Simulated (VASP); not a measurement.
# TiC (Fm-3m) in VASP: notebook

The runs below take TiC through relaxation of cell and atoms, single point, with r2SCAN.

Everything below comes from runs of VASP 6.6.1. Logs are shortened: lines on timing, memory, paths and dates and some standing lists are left out, and cuts for length are marked.

## Step 1: The cell of the first run

It takes space group Fm-3m (No. 225, cubic). Conventional cell: a = 4.331 Å, b = 4.331 Å, c = 4.331 Å, α = 90.00°, β = 90.00°, γ = 90.00°. Within 2.9 Å of Ti (site symmetry m-3m) lie 6 C at 2.17 Å. C (site symmetry m-3m) has 6 Ti at 2.17 Å within 2.9 Å.

## Step 2: Relaxation of cell and atoms, r2SCAN

File POSCAR:

```
TiC
1.0
    0.0000000000      2.1657188437      2.1657188437
    2.1657188437      0.0000000000      2.1657188437
    2.1657188437      2.1657188437      0.0000000000
Ti C
1 1
Direct
    0.0000000000      0.0000000000      0.0000000000
    0.5000000000      0.5000000000      0.5000000000
```

File INCAR.step1:

```
  PREC = Accurate
  ENCUT = 600
  ISMEAR = 0
  SIGMA = 0.1
  LREAL = False
  LASPH = True
  NELM = 80
  GGA = PE
  ALGO = Normal
  EDIFF = 1E-4
  LWAVE = True
  LCHARG = False
```

File INCAR.step2:

```
  PREC = Accurate
  ENCUT = 600
  EDIFF = 1E-6
  ISMEAR = 0
  SIGMA = 0.1
  LREAL = False
  LASPH = True
  NELM = 80
  ALGO = Normal
  ISIF = 3
  LWAVE = False
  LCHARG = False
  METAGGA = R2SCAN
  LMIXTAU = True
  IBRION = 2
  NSW = 100
  EDIFFG = -0.005
  ISTART = 1
```

File KPOINTS:

```
regular mesh
0
Gamma
  16 16 16
```

Potentials or basis: VASP PAW PBE potentials, release 64 (Ti_sv, C).

Run with:

```bash
cat potpaw_PBE.64/Ti_sv/POTCAR potpaw_PBE.64/C/POTCAR > POTCAR
cp INCAR.step1 INCAR
mpirun -np 1 vasp_std > vasp.out
cp INCAR.step2 INCAR
mpirun -np 1 vasp_std > vasp.out
```

OUTCAR:

```text
PREC = Accurate
   ENCUT = 600
   EDIFF = 1E-6
   ISMEAR = 0
   LREAL = False
   LASPH = True
   NELM = 80
   ISIF = 3
   METAGGA = R2SCAN
   IBRION = 2
   NSW = 100
   EDIFFG = -0.005
   ISTART = 1

 ion  position               nearest neighbor table
   1  0.000  0.000  0.000-   2 2.17   2 2.17   2 2.17   2 2.17   2 2.17   2 2.17
   2  0.500  0.500  0.500-   1 2.17   1 2.17   1 2.17   1 2.17   1 2.17   1 2.17

  LATTYP: Found a face centered cubic cell.
 ALAT       =     4.3314376874

  Lattice vectors:

 A1 = (   0.0000000000,   2.1657188437,   2.1657188437)
 A2 = (   2.1657188437,   0.0000000000,   2.1657188437)
 A3 = (   2.1657188437,   2.1657188437,   0.0000000000)

Analysis of symmetry for initial positions (statically):
=====================================================================
 Subroutine PRICEL returns:
 Original cell was already a primitive cell.

 Routine SETGRP: Setting up the symmetry group for a
 face centered cubic supercell.

 Subroutine GETGRP returns: Found 48 space group operations
 (whereof 48 operations were pure point group operations)
 out of a pool of 48 trial point group operations.

The static configuration has the point symmetry O_h .

Analysis of symmetry for dynamics (positions and initial velocities):
=====================================================================
 Subroutine PRICEL returns:
 Original cell was already a primitive cell.

 Routine SETGRP: Setting up the symmetry group for a
 face centered cubic supercell.

 Subroutine GETGRP returns: Found 48 space group operations
 (whereof 48 operations were pure point group operations)
 out of a pool of 48 trial point group operations.

The dynamic configuration has the point symmetry O_h .

 Subroutine INISYM returns: Found 48 space group operations
 (whereof 48 operations are pure point group operations),
 and found     1 'primitive' translations

----------------------------------------------------------------------------------------

                                     Primitive cell

  volume of cell :      20.3159

  direct lattice vectors                    reciprocal lattice vectors
     0.000000000  2.165718844  2.165718844    -0.230870227  0.230870227  0.230870227
     2.165718844  0.000000000  2.165718844     0.230870227 -0.230870227  0.230870227
     2.165718844  2.165718844  0.000000000     0.230870227  0.230870227 -0.230870227

  length of vectors
[... 96 lines left out ...]
   EFERMI =   0.00;   METHOD = LEGACY
   ISMEAR =     0;   SIGMA  =   0.10  broadening in eV -4-tet -1-fermi 0-gaus
   EFERMI_NEDOS =   21; number of points for ismear=-14 and -15
   IALGO  =     38    algorithm
   IMIX   =      4    mixing-type and parameters
     AMIX     =   0.40;   BMIX     =  1.00
     AMIX_MAG =   1.60;   BMIX_MAG =  1.00
  volume/ion in A,a.u.               =      10.16        68.55
  Fermi-wavevector in a.u.,A,eV,Ry     =   1.511829  2.856943 31.097854  2.285628
  Thomas-Fermi vector in A             =   2.621834
   LORBIT       =      0    0 simple, 1 ext, 2 COOP (PROOUT), +10 PAW based schemes
   METAGGA = R2SCAN    functional components
   LHFCALC =     F    Hartree Fock is set to
   AEXX    =    0.0000 exact exchange contribution
   IVDW    =     0    specifies the selected vdW correction
   LEPSILON=     F    determine dielectric tensor
   LRPA    =     F    only Hartree local field effects (RPA)
 conjugate gradient relaxation of ions
 non-spin polarized calculation
 Gauss-broadening in eV      SIGMA  =   0.10
  energy-cutoff  :      600.00
  volume of cell :       20.32
 maximum number of plane-waves:       700
   NGX = 13   NGY = 13   NGZ = 13

--------------------------------------- Ionic step        1  -------------------------------------------

 number of electron      16.0000000 magnetization

 Free energy of the ion-electron system (eV)
  ---------------------------------------------------
  ext. energy  EPLUGINS =         0.00000000
  ---------------------------------------------------
  free energy    TOTEN  =       -24.87080202 eV

  energy without entropy =      -24.86879087  energy(sigma->0) =      -24.86979645

------------------------ aborting loop because EDIFF is reached ----------------------------------------

  FORCE on cell =-STRESS in cart. coord.  units (eV):
  Direction    XX          YY          ZZ          XY          YZ          ZX
  --------------------------------------------------------------------------------------
  -------------------------------------------------------------------------------------
  Total        0.0227045      0.0227045      0.0227045     -0.0000000      0.0000000     -0.0000000
  in kB        1.7905509      1.7905509      1.7905509     -0.0000000      0.0000000     -0.0000000
  external PRESSURE =       1.7905509 kB  Pullay stress =       0.0000000 kB
[... 59 lines left out ...]
--------------------------------------- Ionic step        3  -------------------------------------------

 number of electron      16.0000000 magnetization

 Free energy of the ion-electron system (eV)
  ---------------------------------------------------
  ext. energy  EPLUGINS =         0.00000000
  ---------------------------------------------------
  free energy    TOTEN  =       -24.87080679 eV

  energy without entropy =      -24.86879527  energy(sigma->0) =      -24.86980103

 E-fermi :   9.4769     XC(G=0): -13.5848

 val. band max:        9.4642097708   @ k =   0.4375   0.3750   0.0000
 cond. band min:       9.4878318252   @ k =   0.1875   0.1875   0.0000
 fundamental gap:      0.0236220545
 Fermi energy:         9.4768534591

 k-point     1 :       0.0000    0.0000    0.0000
  band No.  band energies     occupation
      1     -49.4992      2.00000
      2     -24.4784      2.00000
      3     -24.4783      2.00000
      4     -24.4783      2.00000
      5      -3.7208      2.00000
      6      10.3448      0.00000
      7      10.3448      0.00000
      8      10.3449      0.00000
      9      11.1460      0.00000
     10      11.1460      0.00000
     11      11.1460      0.00000
     12      11.1964      0.00000
[... 331 lines left out ...]
 k-point    24 :      -0.0625    0.0625    0.0000
  band No.  band energies     occupation
      1     -49.4917      2.00000
      2     -24.5265      2.00000
      3     -24.4916      2.00000
      4     -24.4793      2.00000
      5      -3.4824      2.00000
      6       9.2341      1.99940
      7       9.3492      1.92887
      8       9.5212      0.53023
      9      10.4598      0.00000
     10      10.9554      0.00000
     11      11.8379      0.00000
     12      12.3888      0.00000

 [... further k-points ...]
[... 5 lines left out ...]
  --------------------------------------------------------------------------------------
  -------------------------------------------------------------------------------------
  Total       -0.0063552     -0.0063552     -0.0063552     -0.0000000      0.0000000     -0.0000000
  in kB       -0.5008441     -0.5008441     -0.5008441     -0.0000000      0.0000000     -0.0000000
  external PRESSURE =      -0.5008441 kB  Pullay stress =       0.0000000 kB
[... 17 lines left out ...]
  FREE ENERGIE OF THE ION-ELECTRON SYSTEM (eV)
  ---------------------------------------------------
  free  energy   TOTEN  =       -24.8708067888 eV

  energy  without entropy=      -24.8687952738  energy(sigma->0) =      -24.86980103

 reached required accuracy - stopping structural energy minimisation
```

OUTCAR.step1:

```text
PREC = Accurate
   ENCUT = 600
   ISMEAR = 0
   LREAL = False
   LASPH = True
[... 581 lines left out ...]
      0.00000      0.00000      0.00000         0.000000     -0.000000     -0.000000
      2.16572      2.16572      2.16572        -0.000000      0.000000      0.000000
 -----------------------------------------------------------------------------------
    total drift:                                0.000000     -0.000000     -0.000000

  FREE ENERGIE OF THE ION-ELECTRON SYSTEM (eV)
  ---------------------------------------------------
  free  energy   TOTEN  =       -18.7100683238 eV

  energy  without entropy=      -18.7080318223  energy(sigma->0) =      -18.70905007
```

Run time: 2.6 min. Hardware: 1 thread of Intel Xeon 8259CL, shared host; peak memory 0.19 GiB.

What came out:

```yaml
Free_energy: -24.8708 eV
Relaxed_volume: 10.16 Å³/atom
Relaxed_cell: a = 3.063 Å, b = 3.063 Å, c = 3.063 Å, α = 60.00°, β = 60.00°, γ = 60.00°
Space_group_after_relaxing_to_0.1_Å: Fm-3m (No. 225)
Energy_gained_by_relaxing: 0.0 meV/atom
Ionic_steps: 3
Pressure_after_relaxing: -0.1 GPa
Band_gap_on_the_k_mesh: zero (bands 8 and 9 overlap by 1.32 eV)
```

Final structure:
```xyz
2
Lattice="0.0000 2.1662 2.1662 2.1662 0.0000 2.1662 2.1662 2.1662 0.0000" Properties=species:S:1:pos:R:3 pbc="T T T"
Ti    0.0000    0.0000    0.0000
C     2.1662    2.1662    2.1662
```

Levels at points of the mesh, in eV from the Fermi level:
| k point | band 6 | band 7 | band 8 | band 9 | band 10 | band 11 |
| --- | --- | --- | --- | --- | --- | --- |
| (0.00, 0.00, 0.00) | 0.87 | 0.87 | 0.87 | 1.67 | 1.67 | 1.67 |
| (0.50, 0.00, 0.00) | -6.08 | -3.12 | -3.12 | 3.14 | 3.14 | 4.38 |
| (0.50, 0.50, 0.00) | -3.68 | -1.51 | -0.14 | -0.14 | 2.73 | 3.77 |

Caveat: the PAW data sets were made with another functional, which shifts forces and pressure a little.

(Continued in part 2 of 2.)

The gap in the log of VASP goes by the Fermi energy; the results here count the filled bands.